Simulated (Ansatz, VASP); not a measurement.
# W in VASP and in Ansatz

INCAR

```
ALGO = Normal
EDIFF = 1E-6
ENCUT = 520
GGA = CA
ISIF = 2
ISMEAR = -1
LASPH = True
LCHARG = True
LELF = True
LREAL = False
LVHAR = True
LWAVE = False
NBANDS = 13
NELM = 60
PREC = Accurate
SIGMA = 0.08
```

KPOINTS

```
k-points
0
Gamma
  19 19 19
```

File POSCAR:

```
W
1.0
   -1.5133235099      1.5133235099      1.5133235099
    1.5133235099     -1.5133235099      1.5133235099
    1.5133235099      1.5133235099     -1.5133235099
W
1
Direct
    0.0000000000      0.0000000000      0.0000000000
```

Input for Ansatz:

```yaml
crystal:
  lattice:
    - [-1.5133235099, 1.5133235099, 1.5133235099]
    - [1.5133235099, -1.5133235099, 1.5133235099]
    - [1.5133235099, 1.5133235099, -1.5133235099]
  atoms:
    - { symbol: W, position: [0.0, 0.0, 0.0] }
kpoints:
  mp_grid: { grid: [19, 19, 19] }
scf:
  occupations: { method: fermi_dirac, width: 0.08 }
hamiltonian:
  xc: lda
  pseudopotentials: { kind: all_electron, lapw: { basis_error: 0.001 } }
output:
  forces: true
  stress: true
  eigenvalues: true
  populations: true
```

Change from the starting cell: volume scaled by 0.9, LAPW.

Alike in both runs: task single point; functional LDA; k mesh 19 × 19 × 19; occupations fermi-dirac, width 0.08 eV; no spin polarisation.

|  | VASP | Ansatz |
| --- | --- | --- |
| version | VASP 6.6.1 | Ansatz 0.2.0 |
| potentials or method | VASP PAW LDA potentials, release 64 (W_sv), cutoff 520 eV | all-electron LAPW, scalar-relativistic |

```csv
,VASP,Ansatz,Ansatz less VASP
pressure (GPa),47.1,43.7,-3.40
```

LDA's correlation is that of Perdew and Zunger in VASP and of Perdew and Wang (1992) in Ansatz. Both programs put the cell under a high pressure, so it lies far from rest at this level. Ansatz ran all-electron here, and VASP with PAW potentials.

Neither program's run includes spin-orbit coupling.
